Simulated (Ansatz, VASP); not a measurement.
**One calculation of ZnS, two programs**

```xyz
4
Lattice="3.8110 0.0000 0.0000 -1.9055 3.3004 0.0000 0.0000 0.0000 6.2340" Properties=species:S:1:pos:R:3 pbc="T T T"
Zn    0.0000    2.2003    0.0000
Zn    1.9055    1.1001    3.1170
S     0.0000    2.2003    2.4001
S     1.9055    1.1001    5.5171
```

Alike in both runs: task single point; functional RPBE; k mesh 6 × 6 × 3; no spin polarisation.

|  | VASP | Ansatz |
| --- | --- | --- |
| version | VASP 6.6.1 | Ansatz 0.2.0 |
| potentials or method | VASP PAW PBE potentials, release 64 (Zn, S) | plane waves, norm-conserving potentials |
| plane-wave cutoff (eV) | 520 | 1143 |
| occupations | gaussian, width 0.01 eV | fixed |
| valence electrons in the cell | 36 | 52 |

VASP gave:

* pressure (GPa): 5.1
* traceless stress, the component that is largest in VASP (GPa): -1.50

Q: What did Ansatz give for the same quantities?

A: Pressure (GPa): 5.2; traceless stress, the component that is largest in VASP (GPa): -1.55.

VASP's potentials were made for PBE, not for RPBE. VASP's potentials hold 36 valence electrons a cell and Ansatz's 52, so a difference there can come from the potentials and not from the codes.
